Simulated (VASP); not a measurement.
Crystal: ErInC.

```xyz
3
Lattice="3.8081 0.0000 0.0000 0.0000 3.8447 0.0000 0.0000 0.0000 3.9632" Properties=species:S:1:pos:R:3 pbc="T T T"
Er    0.0000    0.0000    0.0000
In    1.9041    1.9224    1.9816
C     1.9041    1.9224    0.0000
```

The cell was generated, and may not be a known phase.

```yaml
Program: VASP 6.6.1
Task: relaxation of cell and atoms
Functional: PBE
Potentials_or_basis: VASP PAW PBE potentials, release 64 (Er_3, In_d, C), 4f in core
Cutoff: 600 eV
k_mesh: 12 × 12 × 12
Occupations: gaussian, width 0.1 eV
Spin: no spin polarisation
```

At the start: pressure 1.8 GPa; volume 19.34 Å³/atom.

Problem. How do energy, volume and symmetry change on relaxing?

Solution. Over 9 steps the energy falls by 327.9 meV/atom and the volume is 18.70 Å³/atom (-3.3 %); space group P4/mmm (No. 123, to 0.1 Å) before and after.

Step by step:
| step | energy change (eV) | largest force (eV/Å) | pressure (GPa) | volume (Å³) |
| --- | --- | --- | --- | --- |
| 1 | 0.0000 | 0.0000 | 1.80 | 58.03 |
| 2 | -0.9351 | 0.0000 | -4.43 | 58.95 |
| 3 | -0.9472 | 0.0000 | -3.92 | 58.94 |
| 4 | -0.9644 | 0.0000 | 2.63 | 54.92 |
| 5 | -0.9796 | 0.0000 | -0.27 | 56.48 |
| 6 | -0.9828 | 0.0000 | -0.11 | 56.26 |
| 7 | -0.9837 | 0.0000 | 0.06 | 56.05 |
| 8 | -0.9837 | 0.0000 | 0.07 | 56.05 |
| 9 | -0.9837 | 0.0000 | -0.06 | 56.11 |

Final structure:
```
CELL_PARAMETERS angstrom
3.50205 0.00000 0.00000
0.00000 3.50187 0.00000
0.00000 0.00000 4.57564
ATOMIC_POSITIONS crystal
Er 0.00000 0.00000 0.00000
In 0.50000 0.50000 0.50000
C 0.50000 0.50000 0.00000
```

Caveat: a cell axis changed by over 15 % at a fixed basis, so the end point is rough.
